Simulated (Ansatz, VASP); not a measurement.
SiC: VASP beside Ansatz

```
Si C
1.0
     3.15886    0.00000    0.00000
    -1.57943    2.73565    0.00000
     0.00000    0.00000    5.14893
Si C
2 2
Cartesian
  0.0000 1.8238 0.0000
  1.5794 0.9119 2.5745
  0.0000 1.8238 1.9360
  1.5794 0.9119 4.5105
```

Alike in both runs: task relaxation of cell and atoms; functional PBE; k mesh 13 × 13 × 7; occupations fermi-dirac, width 0.08 eV; no spin polarisation.

|  | VASP | Ansatz |
| --- | --- | --- |
| version | VASP 6.6.1 | Ansatz 0.2.0 |
| potentials or method | VASP PAW PBE potentials, release 64 (Si, C) | PAW with Ansatz's default frozen-core files, scalar-relativistic |
| plane-wave cutoff (eV) | 600 | 420 |
| valence electrons in the cell | 16 | 16 |

|  | VASP | Ansatz | Ansatz less VASP |
| --- | --- | --- | --- |
| relaxed volume (Å³/atom) | 10.49 | 10.50 | +0.011 |
| relaxed cell length with the largest relative difference (Å) | 5.072 | 5.074 | +0.0019 |
